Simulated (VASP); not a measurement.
Input of a VASP 6.6.1 run:

INCAR

```
PREC = Accurate
ENCUT = 520
EDIFF = 1E-6
ISMEAR = 0
SIGMA = 0.1
LREAL = False
LASPH = True
NELM = 60
ALGO = Normal
ISIF = 2
LWAVE = False
LCHARG = False
GGA = PE
NBANDS = 20
```

KPOINTS

```
regular mesh
0
Gamma
  6 6 6
```

File POSCAR:

```
As3P2
1.0
    1.8570667203      1.0721779709      7.6322261648
   -1.8570667203      1.0721779709      7.6322261648
    0.0000000000     -2.1443559418      7.6322261648
P As
2 3
Direct
    0.3989643405      0.3989643405      0.3989643405
    0.6010356595      0.6010356595      0.6010356595
    0.0000000000      0.0000000000      0.0000000000
    0.2038691754      0.2038691754      0.2038691754
    0.7961308246      0.7961308246      0.7961308246
```

Potentials or basis: VASP PAW PBE potentials, release 64 (P, As).

Launch:

```bash
$ cat potpaw_PBE.64/P/POTCAR potpaw_PBE.64/As/POTCAR > POTCAR
$ mpirun -np 1 vasp_std > vasp.out
```

What does it give for the largest force?

0.027 eV/Å.

Predict the pressure.

0.1 GPa.

Stress tensor (GPa, compression positive):
```
 0.12  0.00  0.00
 0.00  0.12  0.00
 0.00  0.00 -0.05
```
